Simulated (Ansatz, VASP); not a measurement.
**Two plane-wave programs on WC**

```
CELL_PARAMETERS angstrom
0.00000 2.19268 2.19268
2.19268 0.00000 2.19268
2.19268 2.19268 0.00000
ATOMIC_POSITIONS crystal
W 0.97984 0.00000 0.00000
C 0.50000 0.50000 0.50000
```

Change from the starting cell: all W atoms moved +0.062 Å, as atom 1 towards its neighbour atom 1 (W) at 3.101 Å.

Alike in both runs: task single point; functional PBEsol; k mesh 18 × 18 × 18; occupations gaussian, width 0.15 eV; no spin polarisation.

```csv
,VASP,Ansatz
version,VASP 6.6.1,Ansatz 0.2.0
potentials or method,"VASP PAW PBE potentials, release 64 (W_sv, C), cutoff 520 eV","scalar-relativistic, plane waves, PAW"
valence electrons in the cell,18,18
```

Ansatz gave:

| Quantity | Value |
| --- | --- |
| gap on the k mesh at the Fermi level (eV) | none |
| pressure (GPa) | -9.5 |
| traceless stress, the component that is largest in VASP (GPa) | -0.70 |
| rms of the force components (eV/Å) | 0.226 |

Q: What did VASP give for the same quantities?

A: gap on the k mesh at the Fermi level (eV): none; pressure (GPa): -8.5; traceless stress, the component that is largest in VASP (GPa): -0.71; rms of the force components (eV/Å): 0.229.

VASP's potentials were made for PBE, not for PBEsol. Atom by atom the forces differ by 0.003 eV/Å (rms over components). A gap of «none» marks a metal or a gap that the smearing closes. With one functional, cell and mesh, what is left measures potentials, basis and numerics.

Neither program's run includes spin-orbit coupling.
